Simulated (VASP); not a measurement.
Runs of VASP 6.6.1 on Ni3Ge. The structure is that of space group Pm-3m (No. 221), or close to it. The cells are those of the table. 

```csv
cell,further INCAR settings,gap on the mesh (eV),pressure (GPa)
"a = 3.578 Å, 4 atoms",ALGO = Fast; EDIFF = 1e-06; NBANDS = 30,none,-8.5
"a = 3.631 Å, 4 atoms",ALGO = Fast; EDIFF = 1e-06; NBANDS = 30,none,(a)
"a = 3.472 Å, 4 atoms",ALGO = Fast; EDIFF = 1e-06; NBANDS = 30,none,11.3
"a = 3.419 Å, 4 atoms",ALGO = Fast; EDIFF = 1e-07; NBANDS = 30,none,(b)
"a = 3.419, b = 3.419, c = 3.525 Å, 4 atoms",ALGO = Fast; EDIFF = 1e-06; NBANDS = 30,none,15.7
"a = 3.419, b = 3.419, c = 3.472 Å, 4 atoms",ALGO = Fast; EDIFF = 1e-07; NBANDS = 30,none,20.2
```

Alike in all rows: task single point; level PBEsol; potentials or basis VASP PAW PBE potentials, release 64 (Ni, Ge_d); no spin polarisation; k mesh 14 × 14 × 14; cutoff (eV) 520; smearing gaussian 0.15 eV.

Problem. Fill in the values left out.

Solution. (a) -15.3; (b) 25.1.

Caveats: the PAW data sets were made with another functional, which shifts forces and pressure a little; the cell stands under pressure (at least some runs); the cell stands under tension (at least some runs).

A k mesh can miss the band edges, and the runs leave out spin-orbit coupling on Ge.

A gap of «none» marks levels without a gap at the run's occupations.
